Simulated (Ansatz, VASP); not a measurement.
## CdS: VASP beside Ansatz

```xyz
4
Lattice="4.1466 -0.0383 0.0089 -2.1065 3.6103 0.0158 0.0144 0.0379 6.6997" Properties=species:S:1:pos:R:3 pbc="T T T"
Cd    0.0198    2.3389    0.0789
Cd    1.9555    1.1668    3.3397
S     0.1791    2.5045    2.5932
S     2.1012    1.2615    5.9871
```

Alike in both runs: task single point; functional PBE; k mesh 4 × 4 × 2; no spin polarisation.

|  | VASP | Ansatz |
| --- | --- | --- |
| version | VASP 6.6.1 | Ansatz 0.2.0 |
| potentials or method | VASP PAW PBE potentials, release 64 (Cd, S), cutoff 500 eV | plane waves, PAW |
| occupations | gaussian, width 0.01 eV | fixed |
| valence electrons in the cell | 36 | 52 |

|  | VASP | Ansatz | Ansatz less VASP |
| --- | --- | --- | --- |
| pressure (GPa) | 4.1 | 3.7 | -0.38 |
| traceless stress, the component that is largest in VASP (GPa) | -2.78 | -2.66 | +0.113 |
| rms of the force components (eV/Å) | 0.628 | 0.611 | -0.0175 |

Atom by atom the forces differ by 0.017 eV/Å (rms over components). VASP's potentials hold 36 valence electrons a cell and Ansatz's 52, so a difference there can come from the potentials and not from the codes. Ansatz's warnings: stress scf threshold loose.

The k mesh is coarse, so the values compare programs but aren't converged.
